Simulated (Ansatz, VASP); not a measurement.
**One calculation of ScPt5Cl, two programs**

File INCAR:

```
SYSTEM = ScPt5Cl
  ALGO = Normal
  EDIFF = 1E-7
  ENCUT = 520
  GGA = PE
  ISIF = 2
  ISMEAR = 0
  LASPH = .True.
  LCHARG = .False.
  LREAL = .False.
  LWAVE = .False.
  NBANDS = 43
  NELM = 80
  PREC = Accurate
  SIGMA = 0.1
```

KPOINTS

```
k-points
0
Gamma
  4 4 4
  0 0 0
```

Contents of POSCAR:

```
ScPt5Cl
1.0
    4.1761277500      0.0000000000      0.0000000000
    0.0000000000      4.1761277500      0.0000000000
    0.0000000000      0.0000000000      6.8015620400
Sc Pt Cl
1 5 1
Direct
    0.0000000000      0.0000000000      0.0000000000
    0.5000000000      0.5000000000      0.0000000000
    0.0000000000      0.5000000000      0.3149046900
    0.5000000000      0.0000000000      0.3149046900
    0.0000000000      0.5000000000      0.6850953100
    0.5000000000      0.0000000000      0.6850953100
    0.0000000000      0.0000000000      0.5000000000
```

Input for Ansatz:

```yaml
crystal:
  lattice:
    - [4.17612775, 0.0, 0.0]
    - [0.0, 4.17612775, 0.0]
    - [0.0, 0.0, 6.80156204]
  atoms:
    - { symbol: Sc, position: [0.0, 0.0, 0.0] }
    - { symbol: Pt, position: [0.5, 0.5, 0.0] }
    - { symbol: Pt, position: [0.0, 0.5, 0.31490469] }
    - { symbol: Pt, position: [0.5, 0.0, 0.31490469] }
    - { symbol: Pt, position: [0.0, 0.5, 0.68509531] }
    - { symbol: Pt, position: [0.5, 0.0, 0.68509531] }
    - { symbol: Cl, position: [0.0, 0.0, 0.5] }
basis:
  ecutwfc: 420
kpoints:
  mp_grid: { grid: [4, 4, 4] }
hamiltonian:
  xc: pbe
scf:
  occupations: { method: gaussian, width: 0.1 }
  lower_state_search: "off"
output:
  forces: true
  stress: true
  eigenvalues: true
```

Change from the starting cell: species swapped into the SmGa5Co type (P4/mmm, No. 123).

Alike in both runs: task single point; functional PBE; k mesh 4 × 4 × 4; occupations gaussian, width 0.1 eV; no spin polarisation.

|  | VASP | Ansatz |
| --- | --- | --- |
| version | VASP 6.6.1 | Ansatz 0.2.0 |
| potentials or method | VASP PAW PBE potentials, release 64 (Sc_sv, Pt, Cl), cutoff 520 eV | scalar-relativistic, plane waves, PAW |
| valence electrons in the cell | 68 | 108 |

```csv
,VASP,Ansatz,Ansatz less VASP
gap on the k mesh at the Fermi level (eV),none,none,-
pressure (GPa),5.6,5.6,+0.01
"traceless stress, the component that is largest in VASP (GPa)",7.06,7.18,+0.122
rms of the force components (eV/Å),1.685,1.684,-0.0008
```

Atom by atom the forces differ by 0.001 eV/Å (rms over components). A gap of «none» marks a metal or a gap that the smearing closes. The functional is the same, so the differences come from potentials, cutoffs and numerics. VASP's potentials hold 68 valence electrons a cell and Ansatz's 108, so a difference there can come from the potentials and not from the codes.

The k mesh is coarse, so the values compare programs but aren't converged. Neither program's run includes spin-orbit coupling.
